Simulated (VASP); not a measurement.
A run of VASP 6.6.1:

Contents of INCAR:

```
PREC     = Accurate       # precision mode
ENCUT    = 520            # plane-wave cutoff, eV
EDIFF    = 1E-8           # SCF threshold, eV
ISMEAR   = -1             # smearing method
SIGMA    = 0.05           # smearing width, eV
LREAL    = F              # projectors in reciprocal space
LASPH    = T              # aspherical terms in the spheres
NELM     = 100            # most SCF steps
ALGO     = Normal         # electronic algorithm
ISIF     = 2              # what is computed and relaxed
LWAVE    = F              # write WAVECAR
LCHARG   = F              # write CHGCAR
GGA      = PE             # functional
LEFG     = T            
NBANDS   = 20             # bands
```

Contents of KPOINTS:

```
Automatic mesh
0
Gamma
  13 13 13
```

The input POSCAR:

```
MoS2
1.0
    1.5815003568      0.9130796567      6.1845633000
   -1.5815003568      0.9130796567      6.1845633000
    0.0000000000     -1.8261593134      6.1845633000
Mo S
1 2
Direct
    0.0000000000      0.0000000000      0.0000000000
    0.7484000000      0.7484000000      0.7484000000
    0.5849000000      0.5849000000      0.5849000000
```

Potentials or basis: VASP PAW PBE potentials, release 64 (Mo_sv, S).

Launch:

```sh
$ cat potpaw_PBE.64/Mo_sv/POTCAR potpaw_PBE.64/S/POTCAR > POTCAR
$ mpirun -np 1 vasp_std > vasp.out
```

Hardware: 1 thread of Oxide Virtual Turin-like Processor, with other jobs on the host.

Task: Estimate the wall time of this run.

Result: It took 22 min on 1 thread of Oxide Virtual Turin-like Processor, with other jobs on the host, peak memory 0.44 GiB. Counts: scf iterations 16, k points 231.
